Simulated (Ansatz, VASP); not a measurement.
## C in VASP and in Ansatz

File INCAR:

```
SYSTEM = C
PREC     = Accurate       ! precision mode
ENCUT    = 520            ! plane-wave cutoff, eV
EDIFF    = 1E-6           ! SCF threshold, eV
ISMEAR   = -1             ! smearing method
SIGMA    = 0.03           ! smearing width, eV
LREAL    = .FALSE.        ! projectors in reciprocal space
LASPH    = .TRUE.         ! aspherical terms in the spheres
NELM     = 100            ! most SCF steps
ALGO     = Normal         ! electronic algorithm
ISIF     = 2              ! what is computed and relaxed
LWAVE    = .FALSE.        ! write WAVECAR
LCHARG   = .FALSE.        ! write CHGCAR
GGA      = PE             ! functional
NBANDS   = 11             ! bands
```

KPOINTS

```
regular mesh
0
G
  17 17 17
  0 0 0
```

Contents of POSCAR:

```
C
1.0
    1.2342129164      0.7125731595      3.3135407310
   -1.2342129164      0.7125731595      3.3135407310
    0.0000000000     -1.4251463190      3.3135407310
C
2
Direct
    0.1640000000      0.1640000000      0.1640000000
    0.8360000000      0.8360000000      0.8360000000
```

Input for Ansatz:

```yaml
crystal:
  lattice:
    - [1.2342129164, 0.7125731595, 3.313540731]
    - [-1.2342129164, 0.7125731595, 3.313540731]
    - [0.0, -1.425146319, 3.313540731]
  atoms:
    - { symbol: C, position: [0.164, 0.164, 0.164] }
    - { symbol: C, position: [0.836, 0.836, 0.836] }
kpoints:
  mp_grid: { grid: [17, 17, 17] }
scf:
  occupations: { method: fermi_dirac, width: 0.03 }
hamiltonian:
  xc: pbe
  pseudopotentials: { kind: all_electron, lapw: { basis_error: 0.0005 } }
output:
  forces: true
  stress: true
  eigenvalues: true
```

Change from the starting cell: z stretched by -1 % at fixed volume.

Alike in both runs: task single point; functional PBE; k mesh 17 × 17 × 17; occupations fermi-dirac, width 0.03 eV; no spin polarisation.

|  | VASP | Ansatz |
| --- | --- | --- |
| version | VASP 6.6.1 | Ansatz 0.2.0 |
| potentials or method | VASP PAW PBE potentials, release 64 (C), cutoff 520 eV | all-electron LAPW, scalar-relativistic |

VASP gave:

| Quantity | Value |
| --- | --- |
| pressure (GPa) | 0.7 |
| traceless stress, the component that is largest in VASP (GPa) | 2.79 |
| rms of the force components (eV/Å) | 0.494 |

Problem. What did Ansatz give for the same quantities?

Solution. Pressure (GPa): 0.2; traceless stress, the component that is largest in VASP (GPa): 3.39; rms of the force components (eV/Å): 0.497.

Atom by atom the forces differ by 0.003 eV/Å (rms over components). Ansatz ran all-electron here, and VASP with PAW potentials.
